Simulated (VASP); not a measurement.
A run of VASP 6.6.1 is set up as follows.

File POSCAR:

```
SiGe
1.0
    3.9044512986      0.0000000000      0.0000000000
   -1.9522256493      3.3813540124      0.0000000000
    0.0000000000      0.0000000000      6.7733221500
Si Ge
2 2
Direct
    0.6666666667      0.3333333333      0.8746070000
    0.3333333333      0.6666666667      0.3746070000
    0.6666666667      0.3333333333      0.5003920000
    0.3333333333      0.6666666667      0.0003920000
```

INCAR.step1

```
SYSTEM = SiGe
  ALGO = Normal
  EDIFF = 1E-4
  ENCUT = 520
  GGA = PE
  ISMEAR = 0
  LASPH = .True.
  LCHARG = .False.
  LREAL = .False.
  LWAVE = .True.
  NBANDS = 26
  NELM = 60
  PREC = Accurate
  SIGMA = 0.05
```

Contents of INCAR.step2:

```
SYSTEM = SiGe
  ALGO = Normal
  EDIFF = 1E-6
  ENCUT = 520
  ISIF = 2
  ISMEAR = 0
  ISTART = 1
  LASPH = .True.
  LCHARG = .False.
  LMIXTAU = .True.
  LREAL = .False.
  LWAVE = .False.
  METAGGA = R2SCAN
  NBANDS = 26
  NELM = 60
  PREC = Accurate
  SIGMA = 0.05
```

The input KPOINTS:

```
k-points
0
Gamma
  12 12 4
  0 0 0
```

Potentials or basis: VASP PAW PBE potentials, release 64 (Si, Ge_d).

The run is started by

```console
$ cat potpaw_PBE.64/Si/POTCAR potpaw_PBE.64/Ge_d/POTCAR > POTCAR
$ cp INCAR.step1 INCAR
$ mpirun -np 1 vasp_std > vasp.out
$ cp INCAR.step2 INCAR
$ mpirun -np 1 vasp_std > vasp.out
```

Predict the band gap on the k mesh.

0.75 eV (least direct gap 0.93 eV).

What does it give for the pressure?

-3.4 GPa.

What does it give for the largest force?

0.303 eV/Å.

Forces in eV/Å, atoms in the order of the input:
```
Si   0.000  0.000 -0.303
Si   0.000  0.000 -0.303
Ge   0.000  0.000  0.303
Ge   0.000  0.000  0.303
```

Caveat: the cell differs from its parent crystal (strain +0.000 along x and y, +0.050 along z); the cell stands under tension; the PAW data sets were made with another functional, which shifts forces and pressure a little. A k mesh can miss the band edges.
